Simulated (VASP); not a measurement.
Here is a VASP 6.6.1 calculation.

The input INCAR:

```
SYSTEM = ZnSnN2
  ALGO = Normal
  EDIFF = 1E-6
  ENCUT = 520
  GGA = PS
  ISIF = 2
  ISMEAR = -1
  LASPH = .TRUE.
  LCHARG = .FALSE.
  LREAL = .FALSE.
  LWAVE = .FALSE.
  NBANDS = 26
  NELM = 60
  PREC = Accurate
  SIGMA = 0.02
```

File KPOINTS:

```
k-points
0
G
  6 6 4
  0 0 0
```

Contents of POSCAR:

```
ZnSnN2
1.0
    3.3820201408      0.0000000000      0.0000000000
    0.0000000000      3.3820201408      0.0000000000
    0.0000000000      0.0000000000      4.6996405323
Zn N Sn
1 2 1
Direct
    0.0000000000      0.0000000000      0.0000000000
    0.0000000000      0.5000000000      0.2448435869
    0.5000000000      0.0000000000      0.7551564131
    0.5000000000      0.5000000000      0.5000000000
```

Potentials or basis: VASP PAW PBE potentials, release 64 (Zn, N, Sn_d).

Launch:

```sh
$ cat potpaw_PBE.64/Zn/POTCAR potpaw_PBE.64/N/POTCAR potpaw_PBE.64/Sn_d/POTCAR > POTCAR
$ mpirun -np 1 vasp_std > vasp.out
```

(1) Predict the band gap on the k mesh.

(2) Estimate the pressure.

(3) Predict the largest force.

Results:

(1) zero (filled and empty bands touch).

(2) -0.3 GPa.

(3) 0.160 eV/Å.

Caveat: the PAW data sets were made with another functional, which shifts forces and pressure a little; spin-orbit coupling is left out, which moves the levels of the heavy elements.
